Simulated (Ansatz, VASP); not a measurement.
One calculation of C, two programs

```
CELL_PARAMETERS angstrom
-1.83750 2.59555 3.16088
1.83750 -2.59555 3.16088
1.83750 2.59555 -3.16088
ATOMIC_POSITIONS crystal
C 0.83497 0.12932 0.29435
C 0.16503 0.45938 0.29435
C 0.83497 0.54062 0.70565
C 0.16503 0.87068 0.70565
C 0.22705 0.71500 0.94205
C 0.77295 0.71500 0.48795
C 0.77295 0.28500 0.05795
C 0.22705 0.28500 0.51205
C 0.51250 0.16105 0.35145
C 0.48750 0.83895 0.64855
C 0.80960 0.16105 0.64855
C 0.19040 0.83895 0.35145
```

Alike in both runs: task single point; functional PBE; k mesh 6 × 6 × 6; occupations gaussian, width 0.1 eV; collinear spin.

|  | VASP | Ansatz |
| --- | --- | --- |
| version | VASP 6.6.1 | Ansatz 0.2.0 |
| potentials or method | VASP PAW PBE potentials, release 64 (C), cutoff 520 eV | scalar-relativistic, plane waves, PAW |
| valence electrons in the cell | 48 | 48 |

Ansatz gave:

- gap on the k mesh at the Fermi level (eV): none
- rms of the force components (eV/Å): 2.445
- net moment per atom (μB): 0.00

**Question.** What did VASP give for the same quantities?

**Answer.** gap on the k mesh at the Fermi level (eV): none; rms of the force components (eV/Å): 2.457; net moment per atom (μB): 0.00.

Atom by atom the forces differ by 0.048 eV/Å (rms over components). A gap of «none» marks a metal or a gap that the smearing closes. Ansatz's warnings: seeded moment not kept.
